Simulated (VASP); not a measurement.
A run of VASP 6.6.1 is set up as follows.

POSCAR

```
CuWO2
1.0
    3.6563042300      0.0000000000      0.0000000000
    0.0000000000      7.3126084500      0.0000000000
    0.0000000000      0.0000000000      3.0126741800
W Cu O
2 2 4
Direct
    0.5000000000      0.2500000000      0.5000000000
    0.5000000000      0.7500000000      0.5000000000
    0.0000000000      0.0000000000      0.0000000000
    0.0000000000      0.5000000000      0.0000000000
    0.0000000000      0.2500000000      0.0000000000
    0.0000000000      0.7500000000      0.0000000000
    0.5000000000      0.0000000000      0.0000000000
    0.5000000000      0.5000000000      0.0000000000
```

File INCAR.step1:

```
  PREC = Accurate
  ENCUT = 610
  EDIFF = 1E-6
  ISMEAR = -5
  SIGMA = 0.1
  LREAL = False
  LASPH = True
  NELM = 200
  ALGO = Normal
  ISIF = 2
  LWAVE = False
  LCHARG = True
  ISPIN = 2
  MAGMOM = 1 -1 1 -1 0 0 0 0
  LMAXMIX = 4
  LDAU = True
  LDAUTYPE = 2
  LDAUL = -1 2 -1
  LDAUU = 0 6.66 0
  LDAUJ = 0 0 0
  LDAUPRINT = 1
  GGA = PE
  NBANDS = 59
  GGA_COMPAT = False
  NEDOS = 2001
  LORBIT = 11
```

The input KPOINTS.step1:

```
regular mesh
0
Gamma
  5 3 6
```

The input INCAR.step2:

```
  PREC = Accurate
  ENCUT = 610
  EDIFF = 1E-6
  ISMEAR = -5
  SIGMA = 0.1
  LREAL = False
  LASPH = True
  NELM = 200
  ALGO = Normal
  ISIF = 2
  LWAVE = False
  LCHARG = False
  ISPIN = 2
  MAGMOM = 1 -1 1 -1 0 0 0 0
  LORBIT = 11
  LMAXMIX = 4
  LDAU = True
  LDAUTYPE = 2
  LDAUL = -1 2 -1
  LDAUU = 0 6.66 0
  LDAUJ = 0 0 0
  LDAUPRINT = 1
  GGA = PE
  NBANDS = 59
  NEDOS = 1001
  ICHARG = 11
  GGA_COMPAT = False
```

The input KPOINTS.step2:

```
regular mesh
0
Gamma
  8 5 9
```

Potentials or basis: VASP PAW PBE potentials, release 64 (W_sv, Cu_sv_GW, O).

Launch:

```bash
$ cat potpaw_PBE.64/W_sv/POTCAR potpaw_PBE.64/Cu_sv_GW/POTCAR potpaw_PBE.64/O/POTCAR > POTCAR
$ cp INCAR.step1 INCAR
$ cp KPOINTS.step1 KPOINTS
$ mpirun -np 1 vasp_std > vasp.out
$ cp INCAR.step2 INCAR
$ cp KPOINTS.step2 KPOINTS
$ mpirun -np 1 vasp_std > vasp.out
```

(1) Estimate the net moment.

(2) What does it give for the site moments?

## Answers

(1) 0.00 μB per cell.

(2) W +1.00, -1.00; Cu -0.00, +0.00; O +0.02, -0.02, -0.00, +0.00 μB.
